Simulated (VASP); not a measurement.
# CuO (Cc) in VASP: a series of runs

The runs below take CuO through single point, with LDA+U.

Program: VASP 6.6.1. These are calculated values, not measurements. Logs are shortened: lines on timing, memory, paths and dates and some standing lists are left out, and cuts for length are marked.

**1. The cell of the first run**

It takes space group Cc (No. 9, monoclinic). Conventional cell: a = 4.689 Å, b = 3.427 Å, c = 5.132 Å, α = 90.00°, β = 99.65°, γ = 90.00°. Cu (site symmetry 1) has 4 O at 1.91 to 2.02 Å within 2.5 Å. Within 2.5 Å of O (site symmetry 1) lie 4 Cu at 1.91 to 2.02 Å.

**2. Single point, LDA+U, collinear spin, ferromagnetic start**

File INCAR:

```
SYSTEM = CuO
  PREC = Accurate
  ENCUT = 520
  EDIFF = 1E-7
  ISMEAR = 0
  SIGMA = 0.05
  LREAL = .FALSE.
  LASPH = .TRUE.
  NELM = 150
  ALGO = Normal
  ISIF = 2
  LWAVE = .FALSE.
  LCHARG = .TRUE.
  ISPIN = 2
  MAGMOM = 0.68 0.68 0.36 0.36
  LORBIT = 11
  LMAXMIX = 4
  LDAU = .TRUE.
  LDAUTYPE = 2
  LDAUL = 2 -1
  LDAUU = 8 0
  LDAUJ = 0 0
  LDAUPRINT = 1
  GGA = CA
  LELF = .TRUE.
  LVHAR = .TRUE.
  NBANDS = 29
```

File KPOINTS:

```
Automatic mesh
0
G
  7 7 4
  0 0 0
```

File POSCAR:

```
CuO
1.0
    2.3446497600     -1.7133998200      0.0000000000
    2.3446497600      1.7133998200      0.0000000000
   -0.8605499100      0.0000000000      5.0594394800
Cu O
2 2
Direct
    0.0032000000      0.4968000000      0.0000000000
    0.4968000000      0.0032000000      0.5000000000
    0.5714000000      0.4056000000      0.2537000000
    0.4056000000      0.5714000000      0.7537000000
```

Potentials or basis: VASP PAW LDA potentials, release 64 (Cu, O).

Started as:

```bash
cat potpaw_LDA.64/Cu/POTCAR potpaw_LDA.64/O/POTCAR > POTCAR
mpirun -np 1 vasp_std > vasp.out
```

OUTCAR:

```text
SYSTEM = CuO
   PREC = Accurate
   ENCUT = 520
   EDIFF = 1E-7
   ISMEAR = 0
   LREAL = .FALSE.
   LASPH = .TRUE.
   NELM = 150
   ISIF = 2
   ISPIN = 2
   LORBIT = 11
   GGA = CA

 ion  position               nearest neighbor table
   1  0.003  0.497  0.000-   4 1.91   3 1.93   4 1.98   3 2.02
   2  0.497  0.003  0.500-   3 1.91   4 1.93   3 1.98   4 2.02
   3  0.571  0.406  0.254-   2 1.91   1 1.93   2 1.98   1 2.02
   4  0.406  0.571  0.754-   1 1.91   2 1.93   1 1.98   2 2.02

  LATTYP: Found a base centered monoclinic cell.
 ALAT       =     4.6892995200
 B/A-ratio  =     0.7307700490
 C/A-ratio  =     1.0944283419
 COS(beta)  =    -0.1676798045

  Lattice vectors:

 A1 = (   2.3446497600,  -1.7133998200,   0.0000000000)
 A2 = (   2.3446497600,   1.7133998200,   0.0000000000)
 A3 = (  -0.8605499100,   0.0000000000,   5.0594394800)

Analysis of symmetry for initial positions (statically):
=====================================================================
 Subroutine PRICEL returns:
 Original cell was already a primitive cell.

 Routine SETGRP: Setting up the symmetry group for a
 base centered monoclinic supercell.

 Subroutine GETGRP returns: Found  2 space group operations
 (whereof  1 operations were pure point group operations)
 out of a pool of  4 trial point group operations.

The static configuration has the point symmetry C_1 .
 The point group associated with its full space group is C_1h.

Analysis of symmetry for dynamics (positions and initial velocities):
=====================================================================
 Subroutine PRICEL returns:
 Original cell was already a primitive cell.

 Routine SETGRP: Setting up the symmetry group for a
 base centered monoclinic supercell.

 Subroutine GETGRP returns: Found  2 space group operations
 (whereof  1 operations were pure point group operations)
 out of a pool of  4 trial point group operations.

The dynamic configuration has the point symmetry C_1 .
 The point group associated with its full space group is C_1h.

Analysis of structural, dynamic, and magnetic symmetry:
=====================================================================
 Subroutine PRICEL returns:
 Original cell was already a primitive cell.

 Routine SETGRP: Setting up the symmetry group for a
 base centered monoclinic supercell.

 Subroutine GETGRP returns: Found  2 space group operations
 (whereof  1 operations were pure point group operations)
 out of a pool of  4 trial point group operations.

The overall configuration has the point symmetry C_1 .
 The point group associated with its full space group is C_1h.

 Subroutine INISYM returns: Found  2 space group operations
 (whereof  1 operations are pure point group operations),
 and found     1 'primitive' translations

----------------------------------------------------------------------------------------

                                     Primitive cell

  volume of cell :      40.6508

  direct lattice vectors                    reciprocal lattice vectors
     2.344649760 -1.713399820  0.000000000     0.213251467 -0.291817470  0.036271514
     2.344649760  1.713399820  0.000000000     0.213251467  0.291817470  0.036271514
    -0.860549910  0.000000000  5.059439480     0.000000000  0.000000000  0.197650353
[... 149 lines left out ...]
 -0.0186 -0.0922  0.0005  0.1296  0.9323

 occupancies and eigenvectors

  o =  0.3476  v =  0.0000  0.0000  0.0000  0.0000  0.0000 -0.1098 -0.5544  0.0098  0.7814 -0.2642      0.0000  0.0000  0.0000  0.0000  0.0000  0.0000  0.0000  0.0000  0.0000  0.0000
  o =  0.9669  v =  0.0000  0.0000  0.0000  0.0000  0.0000  0.8482  0.1004 -0.4843  0.1880 -0.0254      0.0000  0.0000  0.0000  0.0000  0.0000  0.0000  0.0000  0.0000  0.0000  0.0000
  o =  0.9720  v =  0.8495  0.0921 -0.4929  0.1639  0.0031  0.0000  0.0000  0.0000  0.0000  0.0000      0.0000  0.0000  0.0000  0.0000  0.0000  0.0000  0.0000  0.0000  0.0000  0.0000
  o =  0.9757  v =  0.0000  0.0000  0.0000  0.0000  0.0000  0.0238  0.3258  0.2593  0.4900  0.7655      0.0000  0.0000  0.0000  0.0000  0.0000  0.0000  0.0000  0.0000  0.0000  0.0000
  o =  0.9768  v =  0.0000  0.0000  0.0000  0.0000  0.0000 -0.0819  0.7368  0.1623  0.3169 -0.5689      0.0000  0.0000  0.0000  0.0000  0.0000  0.0000  0.0000  0.0000  0.0000  0.0000
  o =  0.9792  v = -0.0046 -0.5841 -0.3140 -0.5836 -0.4686  0.0000  0.0000  0.0000  0.0000  0.0000      0.0000  0.0000  0.0000  0.0000  0.0000  0.0000  0.0000  0.0000  0.0000  0.0000
  o =  0.9805  v = -0.0801  0.5531 -0.0036  0.1091 -0.8220  0.0000  0.0000  0.0000  0.0000  0.0000      0.0000  0.0000  0.0000  0.0000  0.0000  0.0000  0.0000  0.0000  0.0000  0.0000
  o =  0.9837  v =  0.0000  0.0000  0.0000  0.0000  0.0000 -0.5111  0.1829 -0.8197  0.1161  0.1413      0.0000  0.0000  0.0000  0.0000  0.0000  0.0000  0.0000  0.0000  0.0000  0.0000
  o =  0.9859  v = -0.5145  0.1637 -0.8114  0.1312  0.1812  0.0000  0.0000  0.0000  0.0000  0.0000      0.0000  0.0000  0.0000  0.0000  0.0000  0.0000  0.0000  0.0000  0.0000  0.0000
  o =  1.0396  v = -0.0845 -0.5636  0.0057  0.7768 -0.2679  0.0000  0.0000  0.0000  0.0000  0.0000      0.0000  0.0000  0.0000  0.0000  0.0000  0.0000  0.0000  0.0000  0.0000  0.0000

atom =   2  type =  1  l = 2

 onsite density matrix

spin component  1

  0.9762  0.0017 -0.0058  0.0054 -0.0008
  0.0017  0.9989  0.0007  0.0263 -0.0087
 -0.0058  0.0007  0.9818  0.0001 -0.0011
  0.0054  0.0263  0.0001  1.0156 -0.0125
 -0.0008 -0.0087 -0.0011 -0.0125  0.9846

spin component  2

  0.9639 -0.0398 -0.0076 -0.0520  0.0186
 -0.0398  0.7834 -0.0028 -0.2724  0.0922
 -0.0076 -0.0028  0.9790 -0.0047  0.0005
 -0.0520 -0.2724 -0.0047  0.5921  0.1296
  0.0186  0.0922  0.0005  0.1296  0.9323

 occupancies and eigenvectors

  o =  0.3476  v =  0.0000  0.0000  0.0000  0.0000  0.0000  0.1098  0.5544  0.0098  0.7814 -0.2642      0.0000  0.0000  0.0000  0.0000  0.0000  0.0000  0.0000  0.0000  0.0000  0.0000
  o =  0.9669  v =  0.0000  0.0000  0.0000  0.0000  0.0000 -0.8482 -0.1004 -0.4843  0.1880 -0.0254      0.0000  0.0000  0.0000  0.0000  0.0000  0.0000  0.0000  0.0000  0.0000  0.0000
  o =  0.9720  v =  0.8495  0.0921  0.4929 -0.1639 -0.0031  0.0000  0.0000  0.0000  0.0000  0.0000      0.0000  0.0000  0.0000  0.0000  0.0000  0.0000  0.0000  0.0000  0.0000  0.0000
  o =  0.9757  v =  0.0000  0.0000  0.0000  0.0000  0.0000 -0.0238 -0.3258  0.2593  0.4900  0.7655      0.0000  0.0000  0.0000  0.0000  0.0000  0.0000  0.0000  0.0000  0.0000  0.0000
  o =  0.9768  v =  0.0000  0.0000  0.0000  0.0000  0.0000  0.0819 -0.7368  0.1623  0.3169 -0.5689      0.0000  0.0000  0.0000  0.0000  0.0000  0.0000  0.0000  0.0000  0.0000  0.0000
  o =  0.9792  v =  0.0046  0.5841 -0.3140 -0.5836 -0.4686  0.0000  0.0000  0.0000  0.0000  0.0000      0.0000  0.0000  0.0000  0.0000  0.0000  0.0000  0.0000  0.0000  0.0000  0.0000
  o =  0.9805  v =  0.0801 -0.5531 -0.0036  0.1091 -0.8220  0.0000  0.0000  0.0000  0.0000  0.0000      0.0000  0.0000  0.0000  0.0000  0.0000  0.0000  0.0000  0.0000  0.0000  0.0000
  o =  0.9837  v =  0.0000  0.0000  0.0000  0.0000  0.0000  0.5111 -0.1829 -0.8197  0.1161  0.1413      0.0000  0.0000  0.0000  0.0000  0.0000  0.0000  0.0000  0.0000  0.0000  0.0000
  o =  0.9859  v = -0.5145  0.1637  0.8114 -0.1312 -0.1812  0.0000  0.0000  0.0000  0.0000  0.0000      0.0000  0.0000  0.0000  0.0000  0.0000  0.0000  0.0000  0.0000  0.0000  0.0000
  o =  1.0396  v =  0.0845  0.5636  0.0057  0.7768 -0.2679  0.0000  0.0000  0.0000  0.0000  0.0000      0.0000  0.0000  0.0000  0.0000  0.0000  0.0000  0.0000  0.0000  0.0000  0.0000

 number of electron      33.9999999 magnetization       1.9999996

 Free energy of the ion-electron system (eV)
  ---------------------------------------------------
  ext. energy  EPLUGINS =         0.00000000
  ---------------------------------------------------
  free energy    TOTEN  =       -18.78312925 eV

  energy without entropy =      -18.78312925  energy(sigma->0) =      -18.78312925

 E-fermi :   4.8641     XC(G=0): -12.3654

 val. band max:        4.6159596086   @ k =   0.4286   0.4286   0.0000
 cond. band min:       5.5292319435   @ k =  -0.4286   0.4286   0.0000
 fundamental gap:      0.9132723349
 Fermi energy:         4.8641348274

 spin component 1

 k-point     1 :       0.0000    0.0000    0.0000
  band No.  band energies     occupation
      1     -14.1825      1.00000
      2     -12.7260      1.00000
      3      -3.9031      1.00000
      4      -3.6741      1.00000
      5      -3.3956      1.00000
      6      -1.8713      1.00000
[... 1529 lines left out ...]
     28      22.9310      0.00000
     29      24.8558      0.00000

 [... further k-points ...]

------------------------ aborting loop because EDIFF is reached ----------------------------------------

  FORCE on cell =-STRESS in cart. coord.  units (eV):
  Direction    XX          YY          ZZ          XY          YZ          ZX
  --------------------------------------------------------------------------------------
  -------------------------------------------------------------------------------------
  Total       -3.7652272     -2.8140718     -3.9515167      0.0000000      0.0000000      0.4257401
  in kB     -148.3995823   -110.9115202   -155.7418445      0.0000000      0.0000000     16.7797697
  external PRESSURE =    -138.3509824 kB  Pullay stress =       0.0000000 kB

 VOLUME and BASIS-vectors are now :
 -----------------------------------------------------------------------------
  energy-cutoff  :      520.00
  volume of cell :       40.65
      direct lattice vectors                 reciprocal lattice vectors
     2.344649760 -1.713399820  0.000000000     0.213251467 -0.291817470  0.036271514
     2.344649760  1.713399820  0.000000000     0.213251467  0.291817470  0.036271514
    -0.860549910  0.000000000  5.059439480     0.000000000  0.000000000  0.197650353

 POSITION                                       TOTAL-FORCE (eV/Angst)
 -----------------------------------------------------------------------------------
      1.17232      0.84573      0.00000        -0.580413      0.222056      0.242932
      0.74205     -0.84573      2.52972        -0.580413     -0.222056      0.242932
      2.07240     -0.28408      1.28358         0.580413      0.243028     -0.242932
      1.64213      0.28408      3.81330         0.580413     -0.243028     -0.242932
 -----------------------------------------------------------------------------------
    total drift:                                0.000093      0.000000     -0.000663

  FREE ENERGIE OF THE ION-ELECTRON SYSTEM (eV)
  ---------------------------------------------------
  free  energy   TOTEN  =       -18.7831292514 eV

  energy  without entropy=      -18.7831292514  energy(sigma->0) =      -18.78312925

 total charge

# of ion       s       p       d       tot
------------------------------------------
    1        0.379   0.398   9.185   9.963
    2        0.379   0.398   9.185   9.963
    3        1.541   3.424   0.000   4.966
    4        1.541   3.424   0.000   4.966
--------------------------------------------------
tot          3.841   7.646  18.371  29.857

 magnetization (x)

# of ion       s       p       d       tot
------------------------------------------
    1       -0.001   0.005   0.706   0.710
    2       -0.001   0.005   0.706   0.710
    3        0.018   0.239   0.000   0.256
    4        0.018   0.239   0.000   0.256
--------------------------------------------------
tot          0.032   0.488   1.412   1.933
```

Wall time 60 s (1 thread of Intel Xeon 6975P-C (Granite Rapids), shared host); peak memory 0.22 GiB.

What came out:

| Property | Result |
| --- | --- |
| Free energy | -18.7831 eV |
| Pressure | -13.8 GPa |
| Largest force | 0.675 eV/Å |
| Band gap on the k mesh | 0.91 eV (least direct gap 0.94 eV) |
| Net moment | 2.00 μB per cell |
| Site moments | Cu +0.71; O +0.26 μB |
| Valence electrons inside the program's atomic spheres | Cu 9.96; O 4.97 |

Forces on the atoms (eV/Å):
```
Cu  -0.580  0.222  0.243
Cu  -0.580 -0.222  0.243
O    0.580  0.243 -0.243
O    0.580 -0.243 -0.243
```

Stress tensor (GPa, compression positive):
```
-14.84   0.00   1.68
  0.00 -11.09   0.00
  1.68   0.00 -15.57
```

Eigenvalues of the final occupation matrices:
| site | spin | trace | eigenvalues |
| --- | --- | --- | --- |
| site 1 d | 1 | 4.96 | 0.97 0.98 0.98 0.99 1.04 |
| site 1 d | 2 | 4.25 | 0.35 0.97 0.98 0.98 0.98 |
| site 2 d | 1 | 4.96 | 0.97 0.98 0.98 0.99 1.04 |
| site 2 d | 2 | 4.25 | 0.35 0.97 0.98 0.98 0.98 |

Caveat: the cell stands under tension; an odd mesh through Γ misses points on the zone boundary, where band edges can lie.

**3. Single point, LDA+U, collinear spin, ferromagnetic start**

File INCAR:

```
SYSTEM = CuO
PREC = Accurate
ENCUT = 520
EDIFF = 1E-6
ISMEAR = 0
SIGMA = 0.05
LREAL = .FALSE.
LASPH = .TRUE.
NELM = 150
ALGO = Normal
ISIF = 2
LWAVE = .FALSE.
LCHARG = .FALSE.
ISPIN = 2
MAGMOM = 0.52 0.52 0.27 0.27
LORBIT = 11
NUPDOWN = 1.5
LMAXMIX = 4
LDAU = .TRUE.
LDAUTYPE = 2
LDAUL = 2 -1
LDAUU = 8 0
LDAUJ = 0 0
LDAUPRINT = 1
GGA = CA
NBANDS = 29
```

File KPOINTS:

```
regular mesh
0
G
  7 7 4
  0 0 0
```

POSCAR is that of step 2.

Potentials or basis: VASP PAW LDA potentials, release 64 (Cu, O).

Started as:

```bash
cat potpaw_LDA.64/Cu/POTCAR potpaw_LDA.64/O/POTCAR > POTCAR
mpirun -np 1 vasp_std > vasp.out
```

It took 52 s on 1 thread of Intel Xeon 6975P-C (Granite Rapids), shared host; peak memory 0.22 GiB.

It converged, with:

* Free energy: -18.5195 eV
* Pressure: -14.1 GPa
* Largest force: 0.685 eV/Å
* Net moment: 1.50 μB per cell
* Site moments: Cu +0.55; O +0.18 μB
* Valence electrons inside the program's atomic spheres: Cu 10.02; O 4.94

Forces on the atoms (eV/Å):
```
Cu  -0.555  0.221  0.224
Cu  -0.555 -0.221  0.224
O    0.555  0.333 -0.224
O    0.555 -0.333 -0.224
```

Stress tensor (GPa, compression positive):
```
-14.91   0.00   1.37
  0.00 -11.09   0.00
  1.37   0.00 -16.29
```

Eigenvalues of the final occupation matrices:
```csv
site,spin,trace,eigenvalues
site 1 d,1,4.91,0.97 0.98 0.98 0.98 1.01
site 1 d,2,4.37,0.47 0.96 0.97 0.98 0.98
site 2 d,1,4.91,0.97 0.98 0.98 0.98 1.01
site 2 d,2,4.37,0.47 0.96 0.97 0.98 0.98
```

Caveat: the cell stands under tension; the total moment is fixed, so each spin has its own Fermi level. The state reached can hang on the start; a lower one may exist.

(Continued in part 2 of 2.)
